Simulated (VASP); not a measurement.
Input of a VASP 6.6.1 run:

Contents of INCAR:

```
PREC = Accurate
ENCUT = 520
EDIFF = 1E-7
ISMEAR = -1
SIGMA = 0.01
LREAL = False
LASPH = True
NELM = 60
ALGO = Normal
ISIF = 2
LWAVE = False
LCHARG = True
GGA = PS
LELF = True
LVHAR = True
NBANDS = 15
```

The input KPOINTS:

```
regular mesh
0
Gamma
  7 7 7
```

POSCAR

```
KCl
1.0
    3.6340000000     -0.0181700000     -0.0181700000
   -0.0181700000      3.6340000000     -0.0181700000
   -0.0181700000     -0.0181700000      3.6340000000
K Cl
1 1
Direct
    0.0000000000      0.0000000000      0.0000000000
    0.5000000000      0.5000000000      0.5000000000
```

Potentials or basis: VASP PAW PBE potentials, release 64 (K_sv, Cl).

Run with:

```bash
$ cat potpaw_PBE.64/K_sv/POTCAR potpaw_PBE.64/Cl/POTCAR > POTCAR
$ mpirun -np 1 vasp_std > vasp.out
```

Q: What does it give for the pressure?

A: 2.4 GPa.

Q: Predict the band gap on the k mesh.

A: 5.40 eV, indirect (least direct gap 5.60 eV).

Stress tensor (GPa, compression positive):
```
2.39 0.15 0.15
0.15 2.39 0.15
0.15 0.15 2.39
```

Caveat: the cell differs from its parent crystal (equal xy, yz and zx shear strains of -1 %); the PAW data sets were made with another functional, which shifts forces and pressure a little. A k mesh can miss the band edges.
